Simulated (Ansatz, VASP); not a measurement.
# WS2: VASP beside Ansatz

File INCAR:

```
  ALGO = Normal
  EDIFF = 1E-6
  ENCUT = 520
  GGA = PE
  ISIF = 2
  ISMEAR = 0
  IVDW = 12
  LASPH = True
  LCHARG = False
  LREAL = False
  LWAVE = False
  NBANDS = 20
  NELM = 100
  PREC = Accurate
  SIGMA = 0.05
```

Contents of KPOINTS:

```
k-points
0
Gamma
  12 12 12
```

The input POSCAR:

```
WS2
1.0
    1.4464099883      0.8350851961      7.1936494712
   -1.4464099883      0.8350851961      7.1936494712
    0.0000000000     -1.6701703922      7.1936494712
W S
1 2
Direct
    0.9993445368      0.9993445368      0.9993445368
    0.7527776226      0.7527776226      0.7527776226
    0.5791778407      0.5791778407      0.5791778407
```

Input for Ansatz:

```yaml
crystal:
  lattice:
    - [1.4464099883, 0.8350851961, 7.1936494712]
    - [-1.4464099883, 0.8350851961, 7.1936494712]
    - [0.0, -1.6701703922, 7.1936494712]
  atoms:
    - { symbol: W, position: [0.9993445368, 0.9993445368, 0.9993445368] }
    - { symbol: S, position: [0.7527776226, 0.7527776226, 0.7527776226] }
    - { symbol: S, position: [0.5791778407, 0.5791778407, 0.5791778407] }
basis:
  ecutwfc: 420
kpoints:
  mp_grid: { grid: [12, 12, 12] }
hamiltonian:
  xc: pbe
  dispersion: d3bj
scf:
  occupations: { method: gaussian, width: 0.05 }
output:
  forces: true
  stress: true
  eigenvalues: true
```

Alike in both runs: task single point; functional PBE; dispersion D3(BJ); k mesh 12 × 12 × 12; occupations gaussian, width 0.05 eV; no spin polarisation.

|  | VASP | Ansatz |
| --- | --- | --- |
| version | VASP 6.6.1 | Ansatz 0.2.0 |
| potentials or method | VASP PAW PBE potentials, release 64 (W_sv, S), cutoff 520 eV | scalar-relativistic, plane waves, PAW |
| valence electrons in the cell | 26 | 26 |

Ansatz gave:

- gap on the k mesh at the Fermi level (eV): none
- pressure (GPa): 0.2
- traceless stress, the component that is largest in VASP (GPa): -37.14
- rms of the force components (eV/Å): 1.396

Question: Estimate VASP's values.

Answer: gap on the k mesh at the Fermi level (eV): none; pressure (GPa): 0.3; traceless stress, the component that is largest in VASP (GPa): -37.24; rms of the force components (eV/Å): 1.395.

Atom by atom the forces differ by 0.001 eV/Å (rms over components). A gap of «none» marks a metal or a gap that the smearing closes.

Neither program's run includes spin-orbit coupling.
